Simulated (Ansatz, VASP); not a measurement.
# LiH: VASP beside Ansatz

Contents of INCAR:

```
PREC = Accurate
ENCUT = 750
EDIFF = 1E-6
ISMEAR = 0
SIGMA = 0.05
LREAL = False
LASPH = True
NELM = 120
ALGO = Normal
ISIF = 2
LWAVE = False
LCHARG = False
GGA = PE
NBANDS = 9
GGA_COMPAT = False
```

KPOINTS

```
Automatic mesh
0
Gamma
  10 10 10
```

POSCAR

```
LiH
1.0
    0.0000000000      2.0528250000      2.0325000000
    2.0325000000      0.0000000000      2.0325000000
    2.0325000000      2.0528250000      0.0000000000
Li H
1 1
Direct
    0.0000000000      0.0000000000      0.0000000000
    0.5000000000      0.5000000000      0.5000000000
```

Input for Ansatz:

```yaml
crystal:
  lattice:
    - [0.0, 2.052825, 2.0325]
    - [2.0325, 0.0, 2.0325]
    - [2.0325, 2.052825, 0.0]
  atoms:
    - { symbol: Li, position: [0.0, 0.0, 0.0] }
    - { symbol: H, position: [0.5, 0.5, 0.5] }
basis:
  ecutwfc: 420
kpoints:
  mp_grid: { grid: [10, 10, 10] }
hamiltonian:
  xc: pbe
scf:
  occupations: { method: gaussian, width: 0.05 }
output:
  forces: true
  stress: true
  eigenvalues: true
```

Change from the starting cell: strain +0.0100 x Voigt [0, 1, 0, 0, 0, 0], atoms carried along.

Alike in both runs: task single point; functional PBE; k mesh 10 × 10 × 10; occupations gaussian, width 0.05 eV; no spin polarisation.

```csv
,VASP,Ansatz
version,VASP 6.6.1,Ansatz 0.2.0
potentials or method,"VASP PAW PBE potentials, release 64 (Li_sv, H), cutoff 750 eV","scalar-relativistic, plane waves, PAW"
valence electrons in the cell,4,4
```

|  | VASP | Ansatz | Ansatz less VASP |
| --- | --- | --- | --- |
| gap on the k mesh at the Fermi level (eV) | 2.91 | 2.91 | +0.005 |
| least direct gap on the mesh (eV) | 2.98 | 2.99 | +0.005 |
| pressure (GPa) | -1.9 | -1.8 | +0.17 |
| traceless stress, the component that is largest in VASP (GPa) | -0.38 | -0.38 | 0.000 |

With one functional, cell and mesh, what is left measures potentials, basis and numerics.
